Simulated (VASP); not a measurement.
Here is a VASP 6.6.1 calculation.

File INCAR:

```
SYSTEM = PtSe2
  ALGO = Normal
  EDIFF = 1E-6
  ENCUT = 520
  GGA = PS
  ISIF = 2
  ISMEAR = -1
  LASPH = .TRUE.
  LCHARG = .FALSE.
  LREAL = .FALSE.
  LWAVE = .FALSE.
  NBANDS = 18
  NELM = 80
  PREC = Accurate
  SIGMA = 0.05
```

The input KPOINTS:

```
k-points
0
G
  8 8 5
  0 0 0
```

The input POSCAR:

```
PtSe2
1.0
    3.7582736051      0.0000000000      0.0000000000
   -1.8791368026      3.2547604164      0.0000000000
    0.0000000000      0.0000000000      4.8526014122
Pt Se
1 2
Direct
    0.0000000000      0.0000000000      0.0000000000
    0.6666666667      0.3333333333      0.7378584484
    0.3333333333      0.6666666667      0.2621415516
```

Potentials or basis: VASP PAW PBE potentials, release 64 (Pt, Se).

The run is started by

```bash
$ cat potpaw_PBE.64/Pt/POTCAR potpaw_PBE.64/Se/POTCAR > POTCAR
$ mpirun -np 1 vasp_std > vasp.out
```

(1) What does it give for the largest force?

(2) What does it give for the pressure?

(3) What does it give for the band gap on the k mesh?

Answers

(1) 0.015 eV/Å.

(2) 0.0 GPa.

(3) zero (bands 11 and 12 overlap by 0.78 eV).

Caveat: the PAW data sets were made with another functional, which shifts forces and pressure a little; spin-orbit coupling is left out, which moves the levels of the heavy elements.
